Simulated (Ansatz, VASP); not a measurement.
**One calculation of C, two programs**

File INCAR:

```
SYSTEM = C
PREC = Accurate ; ENCUT = 520
EDIFF = 1E-6 ; ISMEAR = 0
SIGMA = 0.04 ; LREAL = .False.
LASPH = .True. ; NELM = 120
ALGO = Normal ; ISIF = 2
LWAVE = .False. ; LCHARG = .False.
LDIPOL = .True. ; IDIPOL = 3
DIPOL = 0.5 0.5 0.676 ; GGA = PS
IVDW = 12 ; NBANDS = 41
GGA_COMPAT = .False. ; NELMDL = -8
```

The input KPOINTS:

```
Automatic mesh
0
Gamma
  9 9 1
  0 0 0
```

Contents of POSCAR:

```
C
1.0
    6.1459256287      2.1290110897      0.0000000000
   -4.9167405030      4.2580221794      0.0000000000
    0.0000000000      0.0000000000     24.4447234371
C
14
Direct
    0.0490352600      0.3101866331      0.6810445581
    0.1898133669      0.7388486269      0.6810445581
    0.3333333333      0.1666666667      0.6718875663
    0.4759273904      0.5961702129      0.6728196835
    0.6202428225      0.0240726096      0.6728196835
    0.7611513731      0.4509647400      0.6810445581
    0.9038297871      0.8797571775      0.6728196835
    0.0951852461      0.1210588159      0.6744774918
    0.2371810714      0.5473222530      0.6784995381
    0.3789411841      0.9741264302      0.6744774918
    0.5258735698      0.4048147539      0.6744774918
    0.6666666667      0.8333333333      0.6770270794
    0.8101411817      0.2628189286      0.6784995381
    0.9526777470      0.6898588183      0.6784995381
```

Input for Ansatz:

```yaml
crystal:
  lattice:
    - [6.1459256287, 2.1290110897, 0.0]
    - [-4.916740503, 4.2580221794, 0.0]
    - [0.0, 0.0, 24.4447234371]
  atoms:
    - { symbol: C, position: [0.04903526, 0.3101866331, 0.6810445581] }
    - { symbol: C, position: [0.1898133669, 0.7388486269, 0.6810445581] }
    - { symbol: C, position: [0.3333333333, 0.1666666667, 0.6718875663] }
    - { symbol: C, position: [0.4759273904, 0.5961702129, 0.6728196835] }
    - { symbol: C, position: [0.6202428225, 0.0240726096, 0.6728196835] }
    - { symbol: C, position: [0.7611513731, 0.45096474, 0.6810445581] }
    - { symbol: C, position: [0.9038297871, 0.8797571775, 0.6728196835] }
    - { symbol: C, position: [0.0951852461, 0.1210588159, 0.6744774918] }
    - { symbol: C, position: [0.2371810714, 0.547322253, 0.6784995381] }
    - { symbol: C, position: [0.3789411841, 0.9741264302, 0.6744774918] }
    - { symbol: C, position: [0.5258735698, 0.4048147539, 0.6744774918] }
    - { symbol: C, position: [0.6666666667, 0.8333333333, 0.6770270794] }
    - { symbol: C, position: [0.8101411817, 0.2628189286, 0.6784995381] }
    - { symbol: C, position: [0.952677747, 0.6898588183, 0.6784995381] }
basis:
  ecutwfc: 420
kpoints:
  mp_grid: { grid: [9, 9, 1] }
hamiltonian:
  xc: pbesol
  dispersion: d3bj
  pseudopotentials: { kind: paw, azcp: { folder: soft_1 } }
scf:
  occupations: { method: gaussian, width: 0.04 }
  n_extra_bands: 10
  max_iter: 160
output:
  forces: true
  eigenvalues: true
efield:
  axis: 3
  dipole_correction: true
```

Alike in both runs: task single point; functional PBEsol; dispersion D3(BJ); k mesh 9 × 9 × 1; occupations gaussian, width 0.04 eV; no spin polarisation.

|  | VASP | Ansatz |
| --- | --- | --- |
| version | VASP 6.6.1 | Ansatz 0.2.0 |
| potentials or method | VASP PAW PBE potentials, release 64 (C), cutoff 520 eV | scalar-relativistic, plane waves, PAW |
| valence electrons in the cell | 56 | 56 |

|  | VASP | Ansatz | Ansatz less VASP |
| --- | --- | --- | --- |
| gap on the k mesh at the Fermi level (eV) | 0.06 | 0.06 | 0.000 |
| least direct gap on the mesh (eV) | 0.06 | 0.06 | 0.000 |
| rms of the force components (eV/Å) | 0.625 | 0.629 | +0.0033 |

VASP's potentials were made for PBE, not for PBEsol, and Ansatz warns of the same on its side. Atom by atom the forces differ by 0.005 eV/Å (rms over components).
